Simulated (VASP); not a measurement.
Runs of VASP 6.6.1 on Tl3Pd. The structure is that of space group Pm-3m (No. 221), or close to it. The cells are those of the table. 

```csv
task,cell,cutoff (eV),gap on the mesh (eV),pressure (GPa)
single point,"a = 4.626 Å, 4 atoms",520,none,0.8
single point,"a = 4.688 Å, 4 atoms",520,none,-0.9
relaxation of cell and atoms,"relaxed from a = 3.970 Å, 4 atoms",600,none,0.0
single point,"a = 4.657 Å, 4 atoms",520,none,(a)
```

Alike in all rows: level PBE; potentials or basis VASP PAW PBE potentials, release 64 (Pd, Tl_d); no spin polarisation; k mesh 5 × 5 × 5; smearing methfessel-paxton 0.1 eV.

Task: Fill in the values left out.

Result: (a) -0.1.

Caveats: spin-orbit coupling is left out, which moves the levels of the heavy elements.

A k mesh can miss the band edges, and the runs leave out spin-orbit coupling on Pd, Tl.

A gap of «none» marks levels without a gap at the run's occupations.
